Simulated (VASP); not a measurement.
MgB2, 3 atoms in the cell. The structure is hexagonal, space group P6/mmm (No. 191). The conventional cell has a = 3.064 Å, b = 3.064 Å, c = 3.499 Å, α = 90.00°, β = 90.00°, γ = 120.00°. Mg (site symmetry 6/mmm) has 12 B at 2.49 Å and 6 Mg at 3.06 Å within 3.3 Å. B (site symmetry -6m2) has 3 B at 1.77 Å within 2.3 Å.  This cell differs from its parent crystal: volume scaled by 0.98.

- Program: VASP 6.6.1
- Task: single point
- Functional: PBEsol
- Potentials or basis: VASP PAW PBE potentials, release 64 (Mg, B)
- Cutoff: 520 eV
- k mesh: 10 × 10 × 8
- Occupations: fermi-dirac, width 0.05 eV
- Spin: no spin polarisation
- Dipole correction: no
- Further INCAR settings: ALGO = Normal; EDIFF = 1e-07; NBANDS = 11

Potentials or basis: VASP PAW PBE potentials, release 64 (Mg, B).

Command:

```console
$ cat potpaw_PBE.64/Mg/POTCAR potpaw_PBE.64/B/POTCAR > POTCAR
$ mpirun -np 1 vasp_std > vasp.out
```

Hardware: 1 thread of AMD EPYC 7R43 64-Core Processor (Zen 3), with other jobs on the host.

Problem. How long does it take, and how much memory?

Solution. Run time: 15 s on 1 thread of AMD EPYC 7R43 64-Core Processor (Zen 3) (shared host), peak memory 0.12 GiB. Counts: scf iterations 12, k points 70.
